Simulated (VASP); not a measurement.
Here is a VASP 6.6.1 calculation.

File INCAR:

```
SYSTEM = C
PREC = Accurate ; ENCUT = 1300
EDIFF = 1E-7 ; ISMEAR = -1
SIGMA = 0.05 ; LREAL = .False.
LASPH = .True. ; NELM = 120
ALGO = Normal ; ISIF = 3
LWAVE = .False. ; LCHARG = .False.
IBRION = 2 ; NSW = 60
EDIFFG = -0.01 ; GGA_COMPAT = .False.
NELMIN = 4
```

File KPOINTS:

```
regular mesh
0
Gamma
  13 13 8
  0 0 0
```

POSCAR

```
C
1.0
    2.1273203072     -1.2282824400      0.0000000000
    2.1273203072      1.2282824400      0.0000000000
   -1.3790696309      0.0000000000      3.5028300786
C
2
Direct
    0.1666444700      0.1666444700      0.9999069600
    0.8333555300      0.8333555300      0.0000930400
```

Potentials or basis: VASP PAW LDA potentials, release 64 (C_h).

The run is started by

```console
$ cat potpaw_LDA.64/C_h/POTCAR > POTCAR
$ mpirun -np 1 vasp_std > vasp.out
```

Task: Estimate the relaxed volume.

Result: 8.63 Å³/atom.

Task: Estimate the relaxed cell.

Result: a = 2.446 Å, b = 2.446 Å, c = 3.607 Å, α = 109.40°, β = 109.40°, γ = 60.01°.

Task: Predict the space group after relaxing (to 0.1 Å).

Result: R-3m (No. 166).

Stress tensor (GPa, compression positive):
```
 0.03  0.00 -0.04
 0.00 -0.13  0.00
-0.04  0.00  0.00
```
